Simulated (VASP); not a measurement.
# AlCo (Pm-3m) in VASP: single point with r2SCAN

Aim: the single point of AlCo with r2SCAN.

Program: VASP 6.6.1. These are calculated values, not measurements. Logs are shortened: lines on timing, memory, paths and dates and some standing lists are left out, and cuts for length are marked.

**1. The cell of the first run**

It takes space group Pm-3m (No. 221, cubic). Conventional cell: a = 2.824 Å, b = 2.824 Å, c = 2.824 Å, α = 90.00°, β = 90.00°, γ = 90.00°. Al (site symmetry m-3m) has 8 Co at 2.45 Å and 6 Al at 2.82 Å within 3.2 Å. Co (site symmetry m-3m) has 8 Al at 2.45 Å and 6 Co at 2.82 Å within 3.2 Å.

**2. Single point, r2SCAN, collinear spin, ferromagnetic start**

POSCAR reads:

```
AlCo
1.0
    2.8239907162      0.0000000000      0.0000000000
    0.0000000000      2.8239907162      0.0000000000
    0.0000000000      0.0000000000      2.8239907162
Al Co
1 1
Direct
    0.0000000000      0.0000000000      0.0000000000
    0.5000000000      0.5000000000      0.5000000000
```

INCAR.step1 reads:

```
PREC = Accurate ; ENCUT = 520
ISMEAR = 0 ; SIGMA = 0.1
LREAL = False ; LASPH = True
NELM = 150 ; ISPIN = 2
MAGMOM = 0 0.39 ; LMAXMIX = 4
NBANDS = 17 ; GGA = PE
ALGO = Normal ; EDIFF = 1E-4
LWAVE = True ; LCHARG = False
```

INCAR.step2 reads:

```
PREC = Accurate ; ENCUT = 520
EDIFF = 1E-7 ; ISMEAR = 0
SIGMA = 0.1 ; LREAL = False
LASPH = True ; NELM = 150
ALGO = Normal ; ISIF = 2
LWAVE = False ; LCHARG = False
ISPIN = 2 ; MAGMOM = 0 0.39
LORBIT = 11 ; LMAXMIX = 4
METAGGA = R2SCAN ; LMIXTAU = True
NBANDS = 17 ; ISTART = 1
```

KPOINTS reads:

```
Automatic mesh
0
Gamma
  20 20 20
```

Potentials or basis: VASP PAW PBE potentials, release 64 (Al, Co).

Launch:

```
cat potpaw_PBE.64/Al/POTCAR potpaw_PBE.64/Co/POTCAR > POTCAR
cp INCAR.step1 INCAR
mpirun -np 1 vasp_std > vasp.out
cp INCAR.step2 INCAR
mpirun -np 1 vasp_std > vasp.out
```

OUTCAR:

```text
PREC = Accurate
   ENCUT = 520
   EDIFF = 1E-7
   ISMEAR = 0
   LREAL = False
   LASPH = True
   NELM = 150
   ISIF = 2
   ISPIN = 2
   LORBIT = 11
   METAGGA = R2SCAN
   ISTART = 1

 ion  position               nearest neighbor table
   1  0.000  0.000  0.000-   2 2.45   2 2.45   2 2.45   2 2.45   2 2.45   2 2.45   2 2.45   2 2.45

   2  0.500  0.500  0.500-   1 2.45   1 2.45   1 2.45   1 2.45   1 2.45   1 2.45   1 2.45   1 2.45

  LATTYP: Found a simple cubic cell.
 ALAT       =     2.8239907162

  Lattice vectors:

 A1 = (   2.8239907162,   0.0000000000,   0.0000000000)
 A2 = (   0.0000000000,   2.8239907162,   0.0000000000)
 A3 = (   0.0000000000,   0.0000000000,   2.8239907162)

Analysis of symmetry for initial positions (statically):
=====================================================================
 Subroutine PRICEL returns:
 Original cell was already a primitive cell.

 Routine SETGRP: Setting up the symmetry group for a
 simple cubic supercell.

 Subroutine GETGRP returns: Found 48 space group operations
 (whereof 48 operations were pure point group operations)
 out of a pool of 48 trial point group operations.

The static configuration has the point symmetry O_h .

Analysis of symmetry for dynamics (positions and initial velocities):
=====================================================================
 Subroutine PRICEL returns:
 Original cell was already a primitive cell.

 Routine SETGRP: Setting up the symmetry group for a
 simple cubic supercell.

 Subroutine GETGRP returns: Found 48 space group operations
 (whereof 48 operations were pure point group operations)
 out of a pool of 48 trial point group operations.

The dynamic configuration has the point symmetry O_h .

Analysis of structural, dynamic, and magnetic symmetry:
=====================================================================
 Subroutine PRICEL returns:
 Original cell was already a primitive cell.

 Routine SETGRP: Setting up the symmetry group for a
 simple cubic supercell.

 Subroutine GETGRP returns: Found 48 space group operations
 (whereof 48 operations were pure point group operations)
 out of a pool of 48 trial point group operations.

The overall configuration has the point symmetry O_h .

 Subroutine INISYM returns: Found 48 space group operations
 (whereof 48 operations are pure point group operations),
 and found     1 'primitive' translations

----------------------------------------------------------------------------------------

                                     Primitive cell

  volume of cell :      22.5211

  direct lattice vectors                    reciprocal lattice vectors
     2.823990716  0.000000000  0.000000000     0.354108813  0.000000000  0.000000000
     0.000000000  2.823990716  0.000000000     0.000000000  0.354108813  0.000000000
     0.000000000  0.000000000  2.823990716     0.000000000  0.000000000  0.354108813

  length of vectors
     2.823990716  2.823990716  2.823990716     0.354108813  0.354108813  0.354108813

  position of ions in fractional coordinates (direct lattice)
     0.000000000  0.000000000  0.000000000
     0.500000000  0.500000000  0.500000000

  ion indices of the primitive-cell ions
   primitive index   ion index
                 1           1
                 2           2

----------------------------------------------------------------------------------------

 KPOINTS: Automatic mesh

Automatic generation of k-mesh.
 Grid dimensions read from file:
 generate k-points for:   20   20   20

 Generating k-lattice:

  Cartesian coordinates                     Fractional coordinates (reciprocal lattice)
     0.017705441  0.000000000  0.000000000     0.050000000  0.000000000  0.000000000
     0.000000000  0.017705441  0.000000000     0.000000000  0.050000000  0.000000000
     0.000000000  0.000000000  0.017705441     0.000000000  0.000000000  0.050000000

  Length of vectors
     0.017705441  0.017705441  0.017705441

  Shift w.r.t. Gamma in fractional coordinates (k-lattice)
     0.000000000  0.000000000  0.000000000

 Subroutine IBZKPT returns following result:
 ===========================================

 Found    286 irreducible k-points:

 Following reciprocal coordinates:
            Coordinates               Weight
  0.000000  0.000000  0.000000      1.000000
  0.050000  0.000000  0.000000      6.000000
  0.100000  0.000000  0.000000      6.000000
  0.150000  0.000000  0.000000      6.000000
  0.200000  0.000000  0.000000      6.000000
  0.250000  0.000000  0.000000      6.000000
[... 16 lines left out ...]
  0.150000  0.100000  0.000000     24.000000
  0.200000  0.100000  0.000000     24.000000
 [... further k-points ...]
   k-points           NKPTS =    286   k-points in BZ     NKDIM =    286   number of bands    NBANDS=     17
   number of dos      NEDOS =    301   number of ions     NIONS =      2
   total plane-waves  NPLWV =  13824
   dimension x,y,z NGX =    24 NGY =   24 NGZ =   24
   dimension x,y,z NGXF=    48 NGYF=   48 NGZF=   48
   ions per type =               1   1
   NGX,Y,Z   is equivalent  to a cutoff of  14.13, 14.13, 14.13 a.u.
   NGXF,Y,Z  is equivalent  to a cutoff of  28.26, 28.26, 28.26 a.u.
 SYSTEM =  unknown system
   PREC   = accura    normal or accurate (medium, high low for compatibility)
   ISTART =      1    job   : 0-new  1-cont  2-samecut
   ICHARG =      0    charge: 1-file 2-atom 10-const
   ISPIN  =      2    spin polarized calculation?
   LNONCOLLINEAR =      F non collinear calculations
   LSORBIT =      F    spin-orbit coupling
   LASPH  =      T    aspherical Exc in radial PAW
   ENCUT  =  520.0 eV  38.22 Ry    6.18 a.u.   5.25  5.25  5.25*2*pi/ulx,y,z
   NELM   =    150;   NELMIN=  2; NELMDL=  0     # of ELM steps
   EDIFF  = 0.1E-06   stopping-criterion for ELM
   LREAL  =      F    real-space projection
   EDIFFG = 0.1E-05   stopping-criterion for IOM
   NSW    =      0    number of steps for IOM
   IBRION =     -1    ionic relax: 0-MD 1-quasi-New 2-CG
   NFREE  =      0    steps in history (QN), initial steepest desc. (CG)
   ISIF   =      2    stress and relaxation
   ISYM   =      2    0-nonsym 1-usesym 2-fastsym
   POTIM  = 0.5000    time-step for ionic-motion
   TEBEG  =    0.0;   TEEND  =   0.0 temperature during run
   PSTRESS=    0.0 pullay stress
   NELECT =      12.0000    total number of electrons
   NUPDOWN=      -1.0000    fix difference up-down
   EMIN   =  10.00;   EMAX   =-10.00  energy-range for DOS
   EFERMI =   0.00;   METHOD = LEGACY
   ISMEAR =     0;   SIGMA  =   0.10  broadening in eV -4-tet -1-fermi 0-gaus
   EFERMI_NEDOS =   21; number of points for ismear=-14 and -15
   IALGO  =     38    algorithm
   IMIX   =      4    mixing-type and parameters
     AMIX     =   0.40;   BMIX     =  1.00
     AMIX_MAG =   1.60;   BMIX_MAG =  1.00
  volume/ion in A,a.u.               =      11.26        75.99
  Fermi-wavevector in a.u.,A,eV,Ry     =   1.327207  2.508057 23.966367  1.761478
  Thomas-Fermi vector in A             =   2.456536
   LORBIT       =     11    0 simple, 1 ext, 2 COOP (PROOUT), +10 PAW based schemes
   METAGGA = R2SCAN    functional components
   LHFCALC =     F    Hartree Fock is set to
   AEXX    =    0.0000 exact exchange contribution
   IVDW    =     0    specifies the selected vdW correction
   LEPSILON=     F    determine dielectric tensor
   LRPA    =     F    only Hartree local field effects (RPA)
 spin polarized calculation
 Gauss-broadening in eV      SIGMA  =   0.10
  energy-cutoff  :      520.00
  volume of cell :       22.52
 maximum number of plane-waves:       627
 NGX is ok and might be reduce to    24
   NGX = 11   NGY = 11   NGZ = 11

 number of electron      11.9999996 magnetization      -0.0002644

 Free energy of the ion-electron system (eV)
  ---------------------------------------------------
  ext. energy  EPLUGINS =         0.00000000
  ---------------------------------------------------
  free energy    TOTEN  =       -21.08041690 eV

  energy without entropy =      -21.07706303  energy(sigma->0) =      -21.07873996

 E-fermi :  10.8907     XC(G=0): -13.4021

 val. band max:       10.8893718000   @ k =   0.4500   0.4500   0.1500
 cond. band min:      10.8949563710   @ k =   0.4500   0.4000   0.0500
 fundamental gap:      0.0055845710
 Fermi energy:        10.8907013796

 spin component 1

 k-point     1 :       0.0000    0.0000    0.0000
  band No.  band energies     occupation
      1      -1.0379      1.00000
      2       7.6842      1.00000
      3       7.6842      1.00000
      4       9.7606      1.00000
      5       9.7606      1.00000
      6       9.7606      1.00000
[... 9 lines left out ...]
     16      35.9687      0.00000
     17      35.9687      0.00000
[... 441 lines left out ...]
 k-point    24 :       0.2000    0.1000    0.0000
  band No.  band energies     occupation
      1      -0.0341      1.00000
      2       7.5138      1.00000
      3       7.8922      1.00000
      4       9.2796      1.00000
      5       9.4158      1.00000
      6       9.7070      1.00000
[... 9 lines left out ...]
     16      32.3983      0.00000
     17      34.9916      0.00000

 [... further k-points ...]

 spin component 2

 k-point     1 :       0.0000    0.0000    0.0000
  band No.  band energies     occupation
      1      -1.0377      1.00000
      2       7.6835      1.00000
      3       7.6835      1.00000
      4       9.7604      1.00000
      5       9.7604      1.00000
      6       9.7604      1.00000
[... 9 lines left out ...]
     16      35.9688      0.00000
     17      35.9688      0.00000
[... 441 lines left out ...]
 k-point    24 :       0.2000    0.1000    0.0000
  band No.  band energies     occupation
      1      -0.0339      1.00000
      2       7.5132      1.00000
      3       7.8914      1.00000
      4       9.2794      1.00000
      5       9.4156      1.00000
      6       9.7067      1.00000
[... 9 lines left out ...]
     16      32.3984      0.00000
     17      34.9916      0.00000

 [... further k-points ...]

------------------------ aborting loop because EDIFF is reached ----------------------------------------

  FORCE on cell =-STRESS in cart. coord.  units (eV):
  Direction    XX          YY          ZZ          XY          YZ          ZX
  --------------------------------------------------------------------------------------
  -------------------------------------------------------------------------------------
  Total       -0.0701401     -0.0701401     -0.0701401     -0.0000000      0.0000000     -0.0000000
  in kB       -4.9898430     -4.9898430     -4.9898430     -0.0000000      0.0000000     -0.0000000
  external PRESSURE =      -4.9898430 kB  Pullay stress =       0.0000000 kB

 VOLUME and BASIS-vectors are now :
 -----------------------------------------------------------------------------
  energy-cutoff  :      520.00
  volume of cell :       22.52
      direct lattice vectors                 reciprocal lattice vectors
     2.823990716  0.000000000  0.000000000     0.354108813  0.000000000  0.000000000
     0.000000000  2.823990716  0.000000000     0.000000000  0.354108813  0.000000000
     0.000000000  0.000000000  2.823990716     0.000000000  0.000000000  0.354108813

 POSITION                                       TOTAL-FORCE (eV/Angst)
 -----------------------------------------------------------------------------------
      0.00000      0.00000      0.00000         0.000000      0.000000      0.000000
      1.41200      1.41200      1.41200         0.000000      0.000000      0.000000
 -----------------------------------------------------------------------------------
    total drift:                                0.000000     -0.000000     -0.000000

  FREE ENERGIE OF THE ION-ELECTRON SYSTEM (eV)
  ---------------------------------------------------
  free  energy   TOTEN  =       -21.0804169011 eV

  energy  without entropy=      -21.0770630255  energy(sigma->0) =      -21.07873996

 total charge

# of ion       s       p       d       tot
------------------------------------------
    1        0.395   0.452   0.000   0.847
    2        0.465   0.572   7.508   8.545
--------------------------------------------------
tot          0.860   1.024   7.508   9.393

 magnetization (x)

# of ion       s       p       d       tot
------------------------------------------
    1        0.000   0.000   0.000   0.000
    2        0.000   0.000  -0.000  -0.000
--------------------------------------------------
tot          0.000   0.000  -0.000  -0.000
```

Run time: 3.2 min. Hardware: 1 thread of Intel Xeon 6975P-C (Granite Rapids), shared host; peak memory 0.29 GiB.

Results:

```yaml
Free_energy: -21.0804 eV
Pressure: -0.5 GPa
Band_gap_on_the_k_mesh: zero (filled and empty bands overlap)
Net_moment: 0.00 μB per cell
Valence_electrons_inside_the_program's_atomic_spheres: Al 0.85; Co 8.54
```

Levels at points of the mesh, in eV from the Fermi level:
Spin up:
| k point | band 3 | band 4 | band 5 | band 6 | band 7 | band 8 | band 9 | band 10 |
| --- | --- | --- | --- | --- | --- | --- | --- | --- |
| (0.00, 0.00, 0.00) | -3.21 | -1.13 | -1.13 | -1.13 | 6.45 | 6.45 | 6.45 | 9.09 |
| (0.50, 0.00, 0.00) | -2.53 | -2.05 | -2.05 | -1.01 | 0.24 | 8.74 | 11.25 | 11.25 |
| (0.50, 0.50, 0.00) | -3.03 | -3.03 | -1.84 | -1.84 | -0.20 | 2.60 | 3.72 | 14.05 |
| (0.50, 0.50, 0.50) | -4.42 | -0.16 | -0.16 | 2.34 | 2.34 | 2.34 | 5.11 | 5.55 |
Spin down:
| k point | band 2 | band 3 | band 4 | band 5 | band 6 | band 7 | band 8 | band 9 | band 10 | band 11 |
| --- | --- | --- | --- | --- | --- | --- | --- | --- | --- | --- |
| (0.00, 0.00, 0.00) | -3.21 | -3.21 | -1.13 | -1.13 | -1.13 | 6.45 | 6.45 | 6.45 | 9.09 | 9.09 |
| (0.50, 0.00, 0.00) | -7.23 | -2.53 | -2.05 | -2.05 | -1.01 | 0.24 | 8.74 | 11.25 | 11.25 | 12.61 |
| (0.50, 0.50, 0.00) | -3.32 | -3.03 | -3.03 | -1.84 | -1.84 | -0.20 | 2.60 | 3.72 | 14.05 | 16.71 |
| (0.50, 0.50, 0.50) | -4.42 | -4.42 | -0.16 | -0.16 | 2.34 | 2.34 | 2.34 | 5.11 | 5.55 | 5.55 |

Caveat: the PAW data sets were made with another functional, which shifts forces and pressure a little.
